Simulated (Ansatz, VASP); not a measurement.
**Two plane-wave programs on C**

```
C
1.0
     2.42297    0.00000    0.00000
    -1.21149    2.09836    0.00000
     0.00000    0.00000    8.40860
C
2
Direct
  0.66667 0.33333 0.00000
  0.33333 0.66667 0.00000
```

Alike in both runs: task single point; functional HSE06; k mesh 8 × 8 × 2; occupations fermi-dirac, width 0.05 eV; no spin polarisation.

```csv
,VASP,Ansatz
version,VASP 6.6.1,Ansatz 0.2.0
potentials or method,"VASP PAW PBE potentials, release 64 (C)",Ansatz PAW
plane-wave cutoff (eV),520,420
valence electrons in the cell,8,8
```

```tsv
	VASP	Ansatz	Ansatz less VASP
gap on the k mesh at the Fermi level (eV)	2.50	2.50	0.000
least direct gap on the mesh (eV)	2.50	2.50	+0.001
```
